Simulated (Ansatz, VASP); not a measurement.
# Two plane-wave programs on InPd

Contents of INCAR:

```
ALGO     = Fast           # electronic algorithm
EDIFF    = 1E-6           # SCF threshold, eV
ENCUT    = 520            # plane-wave cutoff, eV
GGA      = PE             # functional
ISIF     = 2              # what is computed and relaxed
ISMEAR   = 0              # smearing method
LASPH    = True           # aspherical terms in the spheres
LCHARG   = False          # write CHGCAR
LREAL    = False          # projectors in reciprocal space
LWAVE    = False          # write WAVECAR
NBANDS   = 18             # bands
NELM     = 100            # most SCF steps
PREC     = Accurate       # precision mode
SIGMA    = 0.15           # smearing width, eV
```

The input KPOINTS:

```
k-points
0
Gamma
  14 14 14
```

File POSCAR:

```
InPd
1.0
    3.2718847800      0.0000000000      0.0000000000
    0.0000000000      3.2718847800      0.0000000000
    0.0000000000      0.0000000000      3.2718847800
In Pd
1 1
Direct
   -0.0305634234      0.0000000000      0.0000000000
    0.5000000000      0.5000000000      0.5000000000
```

Input for Ansatz:

```yaml
crystal:
  lattice:
    - [3.27188478, 0.0, 0.0]
    - [0.0, 3.27188478, 0.0]
    - [0.0, 0.0, 3.27188478]
  atoms:
    - { symbol: In, position: [-0.0305634234, 0.0, 0.0] }
    - { symbol: Pd, position: [0.5, 0.5, 0.5] }
basis:
  ecutwfc: 420
kpoints:
  mp_grid: { grid: [14, 14, 14] }
hamiltonian:
  xc: pbe
scf:
  occupations: { method: gaussian, width: 0.15 }
output:
  forces: true
  stress: true
  eigenvalues: true
```

Change from the starting cell: all In atoms moved -0.100 Å, as atom 1 along Cartesian [1 0 0].

Alike in both runs: task single point; functional PBE; k mesh 14 × 14 × 14; occupations gaussian, width 0.15 eV; no spin polarisation.

```csv
,VASP,Ansatz
version,VASP 6.6.1,Ansatz 0.2.0
potentials or method,"VASP PAW PBE potentials, release 64 (In_d, Pd), cutoff 520 eV","scalar-relativistic, plane waves, PAW"
valence electrons in the cell,23,31
```

|  | VASP | Ansatz | Ansatz less VASP |
| --- | --- | --- | --- |
| gap on the k mesh at the Fermi level (eV) | none | none | - |
| pressure (GPa) | 4.2 | 4.2 | -0.06 |
| traceless stress, the component that is largest in VASP (GPa) | -0.29 | -0.29 | +0.002 |
| rms of the force components (eV/Å) | 0.245 | 0.241 | -0.0037 |

Atom by atom the forces differ by 0.004 eV/Å (rms over components). A gap of «none» marks a metal or a gap that the smearing closes. VASP's potentials hold 23 valence electrons a cell and Ansatz's 31, so a difference there can come from the potentials and not from the codes.
